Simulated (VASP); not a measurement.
# ZrOs (Pm-3m) in VASP: further runs

The runs below take ZrOs through electric field gradients, with LDA.

Everything below comes from runs of VASP 6.6.1. Logs are shortened: lines on timing, memory, paths and dates and some standing lists are left out, and cuts for length are marked.

### 1 The cell of the first run

It takes space group Pm-3m (No. 221, cubic). The conventional cell has a = 2.500 Å, b = 2.500 Å, c = 2.500 Å, α = 90.00°, β = 90.00°, γ = 90.00°. Within 2.9 Å of Zr (site symmetry m-3m) lie 8 Os at 2.17 Å and 6 Zr at 2.50 Å. Within 2.9 Å of Os (site symmetry m-3m) lie 8 Zr at 2.17 Å and 6 Os at 2.50 Å.

### 2 Electric field gradients, LDA (volume scaled by 0.45)

The input, INCAR:

```
SYSTEM = ZrOs
PREC = Accurate
ENCUT = 520
EDIFF = 1E-8
ISMEAR = -1
SIGMA = 0.05
LREAL = .FALSE.
LASPH = .TRUE.
NELM = 60
ALGO = Normal
ISIF = 2
LWAVE = .FALSE.
LCHARG = .FALSE.
LEFG = .TRUE.
NBANDS = 17
```

The input, KPOINTS:

```
Automatic mesh
0
G
  11 11 11
  0 0 0
```

The input, POSCAR:

```
ZrOs
1.0
    2.5004676779      0.0000000000      0.0000000000
    0.0000000000      2.5004676779      0.0000000000
    0.0000000000      0.0000000000      2.5004676779
Zr Os
1 1
Direct
    0.5000000000      0.5000000000      0.5000000000
    0.0000000000      0.0000000000      0.0000000000
```

Potentials or basis: VASP PAW LDA potentials, release 64 (Zr_sv, Os).

Command:

```sh
cat potpaw_LDA.64/Zr_sv/POTCAR potpaw_LDA.64/Os/POTCAR > POTCAR
mpirun -np 1 vasp_std > vasp.out
```

OUTCAR:

```text
SYSTEM = ZrOs
   PREC = Accurate
   ENCUT = 520
   EDIFF = 1E-8
   ISMEAR = -1
   LREAL = .FALSE.
   LASPH = .TRUE.
   NELM = 60
   ISIF = 2

 ion  position               nearest neighbor table
   1  0.500  0.500  0.500-   2 2.17   2 2.17   2 2.17   2 2.17   2 2.17   2 2.17   2 2.17   2 2.17

   2  0.000  0.000  0.000-   1 2.17   1 2.17   1 2.17   1 2.17   1 2.17   1 2.17   1 2.17   1 2.17

  LATTYP: Found a simple cubic cell.
 ALAT       =     2.5004676779

  Lattice vectors:

 A1 = (   2.5004676779,   0.0000000000,   0.0000000000)
 A2 = (   0.0000000000,   2.5004676779,   0.0000000000)
 A3 = (   0.0000000000,   0.0000000000,   2.5004676779)

Analysis of symmetry for initial positions (statically):
=====================================================================
 Subroutine PRICEL returns:
 Original cell was already a primitive cell.

 Routine SETGRP: Setting up the symmetry group for a
 simple cubic supercell.

 Subroutine GETGRP returns: Found 48 space group operations
 (whereof 48 operations were pure point group operations)
 out of a pool of 48 trial point group operations.

The static configuration has the point symmetry O_h .

Analysis of symmetry for dynamics (positions and initial velocities):
=====================================================================
 Subroutine PRICEL returns:
 Original cell was already a primitive cell.

 Routine SETGRP: Setting up the symmetry group for a
 simple cubic supercell.

 Subroutine GETGRP returns: Found 48 space group operations
 (whereof 48 operations were pure point group operations)
 out of a pool of 48 trial point group operations.

The dynamic configuration has the point symmetry O_h .

 Subroutine INISYM returns: Found 48 space group operations
 (whereof 48 operations are pure point group operations),
 and found     1 'primitive' translations

----------------------------------------------------------------------------------------

                                     Primitive cell

  volume of cell :      15.6338

  direct lattice vectors                    reciprocal lattice vectors
     2.500467678  0.000000000  0.000000000     0.399925186  0.000000000  0.000000000
     0.000000000  2.500467678  0.000000000     0.000000000  0.399925186  0.000000000
     0.000000000  0.000000000  2.500467678     0.000000000  0.000000000  0.399925186

  length of vectors
     2.500467678  2.500467678  2.500467678     0.399925186  0.399925186  0.399925186

  position of ions in fractional coordinates (direct lattice)
     0.500000000  0.500000000  0.500000000
     0.000000000  0.000000000  0.000000000

  ion indices of the primitive-cell ions
   primitive index   ion index
                 1           1
                 2           2

----------------------------------------------------------------------------------------

 KPOINTS: Automatic mesh

Automatic generation of k-mesh.
 Grid dimensions read from file:
 generate k-points for:   11   11   11

 Generating k-lattice:

  Cartesian coordinates                     Fractional coordinates (reciprocal lattice)
     0.036356835  0.000000000  0.000000000     0.090909091  0.000000000  0.000000000
     0.000000000  0.036356835  0.000000000     0.000000000  0.090909091  0.000000000
     0.000000000  0.000000000  0.036356835     0.000000000  0.000000000  0.090909091

  Length of vectors
     0.036356835  0.036356835  0.036356835

  Shift w.r.t. Gamma in fractional coordinates (k-lattice)
     0.000000000  0.000000000  0.000000000

 Subroutine IBZKPT returns following result:
 ===========================================

 Found     56 irreducible k-points:

 Following reciprocal coordinates:
            Coordinates               Weight
  0.000000  0.000000  0.000000      1.000000
  0.090909  0.000000  0.000000      6.000000
  0.181818  0.000000  0.000000      6.000000
  0.272727  0.000000  0.000000      6.000000
  0.363636  0.000000  0.000000      6.000000
  0.454545  0.000000  0.000000      6.000000
[... 16 lines left out ...]
  0.181818  0.090909  0.090909     24.000000
  0.272727  0.090909  0.090909     24.000000
 [... further k-points ...]
   k-points           NKPTS =     56   k-points in BZ     NKDIM =     56   number of bands    NBANDS=     17
   number of dos      NEDOS =    301   number of ions     NIONS =      2
   total plane-waves  NPLWV =   8000
   dimension x,y,z NGX =    20 NGY =   20 NGZ =   20
   dimension x,y,z NGXF=    40 NGYF=   40 NGZF=   40
   ions per type =               1   1
   NGX,Y,Z   is equivalent  to a cutoff of  13.30, 13.30, 13.30 a.u.
   NGXF,Y,Z  is equivalent  to a cutoff of  26.59, 26.59, 26.59 a.u.
 SYSTEM =  ZrOs
   PREC   = accura    normal or accurate (medium, high low for compatibility)
   ISTART =      0    job   : 0-new  1-cont  2-samecut
   ICHARG =      2    charge: 1-file 2-atom 10-const
   ISPIN  =      1    spin polarized calculation?
   LNONCOLLINEAR =      F non collinear calculations
   LSORBIT =      F    spin-orbit coupling
   LASPH  =      T    aspherical Exc in radial PAW
   ENCUT  =  520.0 eV  38.22 Ry    6.18 a.u.   4.65  4.65  4.65*2*pi/ulx,y,z
   NELM   =     60;   NELMIN=  2; NELMDL= -5     # of ELM steps
   EDIFF  = 0.1E-07   stopping-criterion for ELM
   LREAL  =      F    real-space projection
   EDIFFG = 0.1E-06   stopping-criterion for IOM
   NSW    =      0    number of steps for IOM
   IBRION =     -1    ionic relax: 0-MD 1-quasi-New 2-CG
   NFREE  =      0    steps in history (QN), initial steepest desc. (CG)
   ISIF   =      2    stress and relaxation
   ISYM   =      2    0-nonsym 1-usesym 2-fastsym
   POTIM  = 0.5000    time-step for ionic-motion
   TEBEG  =    0.0;   TEEND  =   0.0 temperature during run
   PSTRESS=    0.0 pullay stress
   NELECT =      20.0000    total number of electrons
   NUPDOWN=      -1.0000    fix difference up-down
   EMIN   =  10.00;   EMAX   =-10.00  energy-range for DOS
   EFERMI =   0.00;   METHOD = LEGACY
   ISMEAR =    -1;   SIGMA  =   0.05  broadening in eV -4-tet -1-fermi 0-gaus
   EFERMI_NEDOS =   21; number of points for ismear=-14 and -15
   IALGO  =     38    algorithm
   IMIX   =      4    mixing-type and parameters
     AMIX     =   0.40;   BMIX     =  1.00
     AMIX_MAG =   1.60;   BMIX_MAG =  1.00
  volume/ion in A,a.u.               =       7.82        52.75
  Fermi-wavevector in a.u.,A,eV,Ry     =   1.777175  3.358374 42.971985  3.158352
  Thomas-Fermi vector in A             =   2.842621
   LORBIT       =      0    0 simple, 1 ext, 2 COOP (PROOUT), +10 PAW based schemes
   GGA     = CA    functional components
   LHFCALC =     F    Hartree Fock is set to
   AEXX    =    0.0000 exact exchange contribution
   IVDW    =     0    specifies the selected vdW correction
   LEPSILON=     F    determine dielectric tensor
   LRPA    =     F    only Hartree local field effects (RPA)
 non-spin polarized calculation
  energy-cutoff  :      520.00
  volume of cell :       15.63
 maximum number of plane-waves:       437
 NGX is ok and might be reduce to    20
   NGX =  9   NGY =  9   NGZ =  9

 number of electron      20.0000001 magnetization

 Free energy of the ion-electron system (eV)
  ---------------------------------------------------
  ext. energy  EPLUGINS =         0.00000000
  ---------------------------------------------------
  free energy    TOTEN  =         2.81717976 eV

  energy without entropy =        2.82376439  energy(sigma->0) =        2.82047208

 E-fermi :  24.9529     XC(G=0): -17.4559

 val. band max:       24.9454022945   @ k =   0.4545   0.4545   0.3636
 cond. band min:      25.0402109195   @ k =   0.4545   0.0000   0.0000
 fundamental gap:      0.0948086250
 Fermi energy:        24.9528609391

 k-point     1 :       0.0000    0.0000    0.0000
  band No.  band energies     occupation
      1     -25.8140      2.00000
      2      -1.7267      2.00000
      3      -1.7267      2.00000
      4      -1.7267      2.00000
      5       9.4466      2.00000
      6       9.4466      2.00000
[... 9 lines left out ...]
     16      39.2077      0.00000
     17      39.2077      0.00000

 k-point     2 :       0.0909    0.0000    0.0000
  band No.  band energies     occupation
      1     -25.7077      2.00000
      2      -2.2821      2.00000
      3      -1.7888      2.00000
      4      -1.7888      2.00000
      5       9.6222      2.00000
      6      10.1258      2.00000
[... 9 lines left out ...]
     16      39.9503      0.00000
     17      39.9520      0.00000

 k-point     3 :       0.1818    0.0000    0.0000
  band No.  band energies     occupation
      1     -25.4163      2.00000
      2      -3.5953      2.00000
      3      -1.9561      2.00000
      4      -1.9561      2.00000
      5      10.1429      2.00000
      6      11.9354      2.00000
[... 9 lines left out ...]
     16      39.9291      0.00000
     17      41.9702      0.00000

 k-point     4 :       0.2727    0.0000    0.0000
  band No.  band energies     occupation
      1     -25.0186      2.00000
      2      -5.0758      2.00000
      3      -2.1764      2.00000
      4      -2.1764      2.00000
      5      10.9833      2.00000
      6      14.5022      2.00000
[... 9 lines left out ...]
     16      37.7949      0.00000
     17      45.0497      0.00000

 k-point     5 :       0.3636    0.0000    0.0000
  band No.  band energies     occupation
      1     -24.6336      2.00000
      2      -6.2964      2.00000
      3      -2.3798      2.00000
      4      -2.3798      2.00000
      5      12.0643      2.00000
      6      17.4275      2.00000
[... 9 lines left out ...]
     16      36.7566      0.00000
     17      46.9443      0.00000

 k-point     6 :       0.4545    0.0000    0.0000
  band No.  band energies     occupation
      1     -24.3941      2.00000
      2      -6.9810      2.00000
      3      -2.5008      2.00000
      4      -2.5008      2.00000
      5      13.0749      2.00000
      6      17.7094      2.00000
[... 9 lines left out ...]
     16      38.4823      0.00000
     17      44.8732      0.00000
[... 281 lines left out ...]
 k-point    21 :       0.4545    0.4545    0.0000
  band No.  band energies     occupation
      1     -24.4548      2.00000
      2      -4.8010      2.00000
      3      -4.6904      2.00000
      4      -1.4448      2.00000
      5      11.0394      2.00000
      6      14.1070      2.00000
[... 9 lines left out ...]
     16      38.9690      0.00000
     17      39.2273      0.00000

 k-point    22 :       0.0909    0.0909    0.0909
  band No.  band energies     occupation
      1     -25.5162      2.00000
      2      -2.6461      2.00000
      3      -2.1845      2.00000
      4      -2.1845      2.00000
      5      10.6984      2.00000
      6      10.6984      2.00000
[... 9 lines left out ...]
     16      39.7970      0.00000
     17      42.6884      0.00000

 k-point    23 :       0.1818    0.0909    0.0909
  band No.  band energies     occupation
      1     -25.2640      2.00000
      2      -3.6457      2.00000
      3      -2.3597      2.00000
      4      -2.3486      2.00000
      5      11.1504      2.00000
      6      12.4668      2.00000
[... 9 lines left out ...]
     16      41.0549      0.00000
     17      42.9659      0.00000

 k-point    24 :       0.2727    0.0909    0.0909
  band No.  band energies     occupation
      1     -24.9232      2.00000
      2      -4.9588      2.00000
      3      -2.5906      2.00000
      4      -2.3689      2.00000
      5      11.8724      2.00000
      6      14.9556      2.00000
[... 9 lines left out ...]
     16      40.5535      0.00000
     17      43.6828      0.00000

 [... further k-points ...]
[... 5 lines left out ...]
  --------------------------------------------------------------------------------------
  -------------------------------------------------------------------------------------
  Total       86.6840316     86.6840316     86.6840316     -0.0000000      0.0000000      0.0000000
  in kB     8883.5376835   8883.5376835   8883.5376835     -0.0000000      0.0000000      0.0000000
  external PRESSURE =    8883.5376835 kB  Pullay stress =       0.0000000 kB

 VOLUME and BASIS-vectors are now :
 -----------------------------------------------------------------------------
  energy-cutoff  :      520.00
  volume of cell :       15.63
      direct lattice vectors                 reciprocal lattice vectors
     2.500467678  0.000000000  0.000000000     0.399925186  0.000000000  0.000000000
     0.000000000  2.500467678  0.000000000     0.000000000  0.399925186  0.000000000
     0.000000000  0.000000000  2.500467678     0.000000000  0.000000000  0.399925186

 POSITION                                       TOTAL-FORCE (eV/Angst)
 -----------------------------------------------------------------------------------
      1.25023      1.25023      1.25023         0.000000      0.000000      0.000000
      0.00000      0.00000      0.00000         0.000000      0.000000      0.000000
 -----------------------------------------------------------------------------------
    total drift:                                0.000000      0.000000      0.000000

  FREE ENERGIE OF THE ION-ELECTRON SYSTEM (eV)
  ---------------------------------------------------
  free  energy   TOTEN  =         2.8171797586 eV

  energy  without entropy=        2.8237643932  energy(sigma->0) =        2.82047208

 Electric field gradients (V/A^2)
---------------------------------------------------------------------
 ion       V_xx      V_yy      V_zz      V_xy      V_xz      V_yz
---------------------------------------------------------------------
   1       0.000     0.000     0.000    -0.000     0.000     0.000
   2      -0.000    -0.000     0.000     0.000     0.000    -0.000
---------------------------------------------------------------------

 Electric field gradients after diagonalization (V/A^2)
 (convention: |V_zz| > |V_xx| > |V_yy|)
----------------------------------------------------------------------
 ion       V_xx      V_yy      V_zz     asymmetry (V_yy - V_xx)/ V_zz
----------------------------------------------------------------------
   1       0.000     0.000     0.000      -0.287
   2      -0.000    -0.000     0.000       0.007
----------------------------------------------------------------------

           NMR quadrupolar parameters

 Cq : quadrupolar parameter    Cq=e*Q*V_zz/h
 eta: asymmetry parameters     (V_yy - V_xx)/ V_zz
 Q  : nuclear electric quadrupole moment in mb (millibarn)
----------------------------------------------------------------------
 ion       Cq(MHz)       eta       Q (mb)
----------------------------------------------------------------------
   1       0.000      -0.287       1.000
   2       0.000       0.007       1.000
----------------------------------------------------------------------
```

It took 8.1 s on 1 thread of Intel Xeon 6975P-C (Granite Rapids), shared host; peak memory 0.12 GiB.

The run converged, but its numbers aren't listed here, since they failed a check.

Caveat: without QUAD_EFG the Cq values of the log hold for a quadrupole moment of 1 mb, not for the nuclei; spin-orbit coupling is left out, which moves the levels of the heavy elements.

[end of part 1 of 2]
